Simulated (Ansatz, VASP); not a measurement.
## BN: VASP beside Ansatz

```
CELL_PARAMETERS angstrom
2.49824 0.00000 0.00000
-1.24912 2.16354 0.00000
0.00000 0.00000 6.63570
ATOMIC_POSITIONS crystal
B 0.33333 0.66667 0.25000
B 0.66667 0.33333 0.75000
N 0.33333 0.66667 0.75000
N 0.66667 0.33333 0.25000
```

Alike in both runs: functional PBEsol; k mesh 13 × 13 × 4; occupations fermi-dirac, width 0.02 eV; no spin polarisation.

Ansatz relaxed the structure, and its values are those at the end. VASP's run is a single point on that final structure, the one shown.

|  | VASP | Ansatz |
| --- | --- | --- |
| version | VASP 6.6.1 | Ansatz 0.2.0 |
| potentials or method | VASP PAW PBE potentials, release 64 (B, N) | plane-wave PAW, scalar-relativistic |
| plane-wave cutoff (eV) | 600 | 420 |
| valence electrons in the cell | 16 | 16 |

|  | VASP | Ansatz | Ansatz less VASP |
| --- | --- | --- | --- |
| gap on the k mesh at the Fermi level (eV) | 4.20 | 4.21 | +0.010 |
| pressure (GPa) | 2.3 | 2.1 | -0.14 |

VASP's potentials were made for PBE, not for PBEsol. Ansatz's warnings: stress scf threshold loose.
